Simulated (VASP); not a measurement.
# C (Fd-3m) in VASP: G0W0 quasiparticle levels with PBE

Aim: the G0W0 quasiparticle levels of C with PBE.

Program: VASP 6.6.1. These are calculated values, not measurements. Logs are shortened: lines on timing, memory, paths and dates and some standing lists are left out, and cuts for length are marked.

## (1) The cell of the first run

Symmetry: Fd-3m, No. 227, cubic system. The conventional cell has a = 3.560 Å, b = 3.560 Å, c = 3.560 Å, α = 90.00°, β = 90.00°, γ = 90.00°. Within 2.1 Å of C (site symmetry -43m) lie 4 C at 1.54 Å.

## (2) G0W0 quasiparticle levels, PBE

POSCAR

```
C
1.0
    0.0000000000      1.7801241434      1.7801241434
    1.7801241434      0.0000000000      1.7801241434
    1.7801241434      1.7801241434      0.0000000000
C
2
Direct
    0.0000000000      0.0000000000      0.0000000000
    0.2500000000      0.2500000000      0.2500000000
```

INCAR.step1

```
SYSTEM = C
PREC     = Accurate       ! precision mode
ENCUT    = 500            ! plane-wave cutoff, eV
EDIFF    = 1E-8           ! SCF threshold, eV
ISMEAR   = 0              ! smearing method
SIGMA    = 0.01           ! smearing width, eV
LREAL    = .False.        ! projectors in reciprocal space
LASPH    = .True.         ! aspherical terms in the spheres
NELM     = 60             ! most SCF steps
ALGO     = Normal         ! electronic algorithm
LWAVE    = .True.         ! write WAVECAR
LCHARG   = .False.        ! write CHGCAR
GGA      = PE             ! functional
```

INCAR.step2

```
SYSTEM = C
PREC     = Accurate       ! precision mode
ENCUT    = 500            ! plane-wave cutoff, eV
EDIFF    = 1E-8           ! SCF threshold, eV
ISMEAR   = 0              ! smearing method
SIGMA    = 0.01           ! smearing width, eV
LREAL    = .False.        ! projectors in reciprocal space
LASPH    = .True.         ! aspherical terms in the spheres
NELM     = 1              ! most SCF steps
ALGO     = Exact          ! electronic algorithm
LWAVE    = .True.         ! write WAVECAR
LCHARG   = .False.        ! write CHGCAR
GGA      = PE             ! functional
NBANDS   = 51             ! bands
LOPTICS  = .True.         ! frequency-dependent dielectric function
ISTART   = 1
```

INCAR.step3

```
SYSTEM = C
PREC     = Accurate       ! precision mode
ENCUT    = 500            ! plane-wave cutoff, eV
EDIFF    = 1E-8           ! SCF threshold, eV
ISMEAR   = 0              ! smearing method
SIGMA    = 0.01           ! smearing width, eV
LREAL    = .False.        ! projectors in reciprocal space
LASPH    = .True.         ! aspherical terms in the spheres
ALGO     = EVGW0          ! electronic algorithm
LWAVE    = .False.        ! write WAVECAR
LCHARG   = .False.        ! write CHGCAR
GGA      = PE             ! functional
NELMGW   = 1            
NBANDS   = 51             ! bands
ENCUTGW  = 150.0          ! cutoff of the response function
NOMEGA   = 96             ! frequency points
PRECFOCK = Fast         
ISTART   = 1            
NBANDSGW = 12           
OMEGAMAX = 20
```

KPOINTS

```
Automatic mesh
0
Gamma
  6 6 6
  0 0 0
```

Potentials or basis: VASP PAW PBE potentials, release 64 (C_GW).

Launch:

```
$ cat potpaw_PBE.64/C_GW/POTCAR > POTCAR
$ cp INCAR.step1 INCAR
$ mpirun -np 1 vasp_std > vasp.out
$ cp INCAR.step2 INCAR
$ mpirun -np 1 vasp_std > vasp.out
$ cp INCAR.step3 INCAR
$ mpirun -np 1 vasp_std > vasp.out
```

OUTCAR:

```text
SYSTEM = C
   PREC = Accurate
   ENCUT = 500
   EDIFF = 1E-8
   ISMEAR = 0
   LREAL = .False.
   LASPH = .True.
   GGA = PE
   NELMGW = 1
   ENCUTGW = 150.0
   PRECFOCK = Fast
   ISTART = 1

 ion  position               nearest neighbor table
   1  0.000  0.000  0.000-   2 1.54   2 1.54   2 1.54   2 1.54
   2  0.250  0.250  0.250-   1 1.54   1 1.54   1 1.54   1 1.54

  LATTYP: Found a face centered cubic cell.
 ALAT       =     3.5602482868

  Lattice vectors:

 A1 = (   0.0000000000,   1.7801241434,   1.7801241434)
 A2 = (   1.7801241434,   0.0000000000,   1.7801241434)
 A3 = (   1.7801241434,   1.7801241434,   0.0000000000)

Analysis of symmetry for initial positions (statically):
=====================================================================
 Subroutine PRICEL returns:
 Original cell was already a primitive cell.

 Routine SETGRP: Setting up the symmetry group for a
 face centered cubic supercell.

 Subroutine GETGRP returns: Found 48 space group operations
 (whereof 24 operations were pure point group operations)
 out of a pool of 48 trial point group operations.

The static configuration has the point symmetry T_d .
 The point group associated with its full space group is O_h .

Analysis of symmetry for dynamics (positions and initial velocities):
=====================================================================
 Subroutine PRICEL returns:
 Original cell was already a primitive cell.

 Routine SETGRP: Setting up the symmetry group for a
 face centered cubic supercell.

 Subroutine GETGRP returns: Found 48 space group operations
 (whereof 24 operations were pure point group operations)
 out of a pool of 48 trial point group operations.

The dynamic configuration has the point symmetry T_d .
 The point group associated with its full space group is O_h .

 Subroutine INISYM returns: Found 48 space group operations
 (whereof 24 operations are pure point group operations),
 and found     1 'primitive' translations

----------------------------------------------------------------------------------------

                                     Primitive cell

  volume of cell :      11.2819

  direct lattice vectors                    reciprocal lattice vectors
     0.000000000  1.780124143  1.780124143    -0.280879287  0.280879287  0.280879287
     1.780124143  0.000000000  1.780124143     0.280879287 -0.280879287  0.280879287
     1.780124143  1.780124143  0.000000000     0.280879287  0.280879287 -0.280879287

  length of vectors
     2.517475706  2.517475706  2.517475706     0.486497196  0.486497196  0.486497196

  position of ions in fractional coordinates (direct lattice)
     0.000000000  0.000000000  0.000000000
     0.250000000  0.250000000  0.250000000

  ion indices of the primitive-cell ions
   primitive index   ion index
                 1           1
                 2           2

----------------------------------------------------------------------------------------

 KPOINTS: Automatic mesh

Automatic generation of k-mesh.
 Grid dimensions read from file:
 generate k-points for:    6    6    6

 Generating k-lattice:

  Cartesian coordinates                     Fractional coordinates (reciprocal lattice)
    -0.046813214  0.046813214  0.046813214     0.166666667  0.000000000  0.000000000
     0.046813214 -0.046813214  0.046813214     0.000000000  0.166666667  0.000000000
     0.046813214  0.046813214 -0.046813214     0.000000000  0.000000000  0.166666667

  Length of vectors
     0.081082866  0.081082866  0.081082866

  Shift w.r.t. Gamma in fractional coordinates (k-lattice)
     0.000000000  0.000000000  0.000000000

 Subroutine IBZKPT returns following result:
 ===========================================

 Found     16 irreducible k-points:

 Following reciprocal coordinates:
            Coordinates               Weight
  0.000000  0.000000  0.000000      1.000000
  0.166667  0.000000  0.000000      8.000000
  0.333333  0.000000  0.000000      8.000000
  0.500000  0.000000  0.000000      4.000000
  0.166667  0.166667  0.000000      6.000000
  0.333333  0.166667  0.000000     24.000000
[... 8 lines left out ...]
 -0.333333  0.333333  0.166667     24.000000
 -0.333333  0.500000  0.166667     12.000000
   k-points           NKPTS =     16   k-points in BZ     NKDIM =    216   number of bands    NBANDS=     51
   number of dos      NEDOS =    301   number of ions     NIONS =      2
   total plane-waves  NPLWV =   5832
   dimension x,y,z NGX =    18 NGY =   18 NGZ =   18
   dimension x,y,z NGXF=    36 NGYF=   36 NGZF=   36
   ions per type =               2
   NGX,Y,Z   is equivalent  to a cutoff of  11.89, 11.89, 11.89 a.u.
   NGXF,Y,Z  is equivalent  to a cutoff of  23.77, 23.77, 23.77 a.u.
 SYSTEM =  C
   PREC   = accura    normal or accurate (medium, high low for compatibility)
   ISTART =      1    job   : 0-new  1-cont  2-samecut
   ICHARG =      0    charge: 1-file 2-atom 10-const
   ISPIN  =      1    spin polarized calculation?
   LNONCOLLINEAR =      F non collinear calculations
   LSORBIT =      F    spin-orbit coupling
   LASPH  =      T    aspherical Exc in radial PAW
   ENCUT  =  500.0 eV  36.75 Ry    6.06 a.u.   4.59  4.59  4.59*2*pi/ulx,y,z
   NELM   =     60;   NELMIN=  2; NELMDL=  0     # of ELM steps
   EDIFF  = 0.1E-07   stopping-criterion for ELM
   LREAL  =      F    real-space projection
   EDIFFG = 0.1E-06   stopping-criterion for IOM
   NSW    =      0    number of steps for IOM
   IBRION =     -1    ionic relax: 0-MD 1-quasi-New 2-CG
   NFREE  =      0    steps in history (QN), initial steepest desc. (CG)
   ISIF   =      0    stress and relaxation
   ISYM   =      3    0-nonsym 1-usesym 2-fastsym
   POTIM  = 0.5000    time-step for ionic-motion
   TEBEG  =    0.0;   TEEND  =   0.0 temperature during run
   PSTRESS=    0.0 pullay stress
   NELECT =       8.0000    total number of electrons
   NUPDOWN=      -1.0000    fix difference up-down
   EMIN   =  10.00;   EMAX   =-10.00  energy-range for DOS
   EFERMI =   0.00;   METHOD = LEGACY
   ISMEAR =     0;   SIGMA  =   0.01  broadening in eV -4-tet -1-fermi 0-gaus
   EFERMI_NEDOS =   21; number of points for ismear=-14 and -15
   IALGO  =     38    algorithm
   IMIX   =      4    mixing-type and parameters
     AMIX     =   0.40;   BMIX     =  1.00
     AMIX_MAG =   1.60;   BMIX_MAG =  1.00
  volume/ion in A,a.u.               =       5.64        38.07
  Fermi-wavevector in a.u.,A,eV,Ry     =   1.459860  2.758735 28.996616  2.131191
  Thomas-Fermi vector in A             =   2.576377
   LORBIT       =      0    0 simple, 1 ext, 2 COOP (PROOUT), +10 PAW based schemes
   GGA     = PE    functional components
   LHFCALC =     T    Hartree Fock is set to
   PRECFOCK=fast      Normal, Fast or Accurate (Low or Medium for compatibility)
   ENCUT4O =  -1.0   cutoff for four orbital integrals eV
   NKREDX  =     1    reduce k-point grid by
   NKREDY  =     1    reduce k-point grid by
   NKREDZ  =     1    reduce k-point grid by
   AEXX    =    1.0000 exact exchange contribution
   HFSCREEN=    0.0000 screening length (either q_TF or 0.3 A-1)
   HFSCREENC=   0.0000 screening length for correlation (either q_TF or 0.3 A-1)
   ENCUTFOCK=  -1.0 apply spherical cutoff to Coloumb kernel
   IVDW    =     0    specifies the selected vdW correction
   LEPSILON=     F    determine dielectric tensor
   LRPA    =     F    only Hartree local field effects (RPA)
   LRPAFORCE           =     F    calculate RPA forces
   ENCUTGW             = 150.0    cutoff for response function in eV
   ENCUTGWSOFT         = 120.0    soft cutoff for Coulomb kernel in GW response function in eV
   ENCUTLF             =  -1.0    cutoff for local field effects
   NELMGW              =     1    number of iterations in solving QP/BSE equation
   NELMHF              =     1    number of iterations in the inner HF iteration
   NKREDLFX            =     1    NKREDLFY  =   1   NKREDLFZ  =   1
 non-spin polarized calculation
 Gauss-broadening in eV      SIGMA  =   0.01
  energy-cutoff  :      500.00
  volume of cell :       11.28
 maximum number of plane-waves:       302
  NGX = 12; NGY = 12; NGZ = 12
   NGX =  9   NGY =  9   NGZ =  9
 maximum number of plane-waves:        59

 QP shifts <psi_nk| G(iteration)W_0 |psi_nk>: iteration 1
 for sc-GW calculations column KS-energies equals QP-energies in previous step
 and V_xc(KS)=  KS-energies - (<T + V_ion + V_H > + <T+V_H+V_ion>^1  + <V_x>^1)

 k-point   1 :       0.0000    0.0000    0.0000
  band No.  KS-energies  QP-energies   sigma(KS)   V_xc(KS)     V^pw_x(r,r')   Z            occupation Imag(sigma)

      1     -11.7046     -13.2680     -16.8051     -14.7920     -25.4559       0.7766       2.0000       1.2840
      2       9.8438       9.3234     -17.4421     -16.8145     -19.2155       0.8292       2.0000       0.0220
      3       9.8438       9.3234     -17.4421     -16.8145     -19.2155       0.8292       2.0000       0.0220
      4       9.8438       9.3234     -17.4421     -16.8145     -19.2155       0.8292       2.0000       0.0220
      5      15.4505      16.6113     -14.1289     -15.5365      -9.3291       0.8246       0.0000      -0.0388
      6      15.4505      16.6113     -14.1289     -15.5365      -9.3291       0.8246       0.0000      -0.0388
      7      15.4505      16.6113     -14.1289     -15.5365      -9.3291       0.8246       0.0000      -0.0388
      8      23.2911      24.3802     -14.9692     -16.3841      -7.7685       0.7697       0.0000      -0.0978
      9      29.2089      29.5633     -11.4564     -11.8925      -4.3427       0.8126       0.0000      -0.2776
     10      36.4414      37.5126     -12.6136     -13.9081      -5.9182       0.8276       0.0000      -0.4783
     11      36.4414      37.5126     -12.6136     -13.9081      -5.9182       0.8276       0.0000      -0.4783
     12      37.4454      37.9245     -10.9559     -11.5373      -3.2737       0.8241       0.0000      -0.9177

 k-point   2 :       0.1667    0.0000    0.0000
  band No.  KS-energies  QP-energies   sigma(KS)   V_xc(KS)     V^pw_x(r,r')   Z            occupation Imag(sigma)
[... 225 lines left out ...]
      1      -2.4120      -3.6722     -17.4798     -15.8009     -23.3944       0.7506       2.0000       0.2176
      2      -2.4120      -3.6722     -17.4798     -15.8009     -23.3944       0.7506       2.0000       0.2176
      3       1.9896       0.9229     -16.4725     -15.1269     -20.2840       0.7928       2.0000       0.0565
      4       1.9896       0.9229     -16.4725     -15.1269     -20.2840       0.7928       2.0000       0.0565
      5      18.0912      19.0041     -13.1433     -14.2519      -7.6327       0.8235       0.0000      -0.0482
      6      18.0912      19.0041     -13.1433     -14.2519      -7.6327       0.8235       0.0000      -0.0482
      7      24.4266      25.8468     -14.4040     -16.2511      -6.9648       0.7689       0.0000      -0.1264
      8      24.4266      25.8468     -14.4040     -16.2511      -6.9648       0.7689       0.0000      -0.1264
      9      31.6282      32.8374     -13.7425     -15.2864      -5.4953       0.7832       0.0000      -0.4571
     10      31.6282      32.8374     -13.7425     -15.2864      -5.4953       0.7832       0.0000      -0.4571
     11      40.6171      41.4927     -12.3090     -13.4156      -4.2605       0.7912       0.0000      -0.9036
     12      40.6171      41.4927     -12.3090     -13.4156      -4.2605       0.7912       0.0000      -0.9036
```

Run time: 56 s. Hardware: 1 thread of AMD EPYC 9R45 (Zen 5), shared host; peak memory 0.18 GiB.

Results:

| Property | Result |
| --- | --- |
| Quasiparticle gap | 5.43 eV |
| Least direct quasiparticle gap | 7.29 eV |
| Band gap of the starting levels on the mesh | 4.17 eV |
| Least direct gap of the starting levels on the mesh | 5.61 eV |

Caveat: the k points lie up to 0.51 Å⁻¹ apart; bands, screening cutoff and mesh are small and nothing is extrapolated, so the quasiparticle values aren't converged.
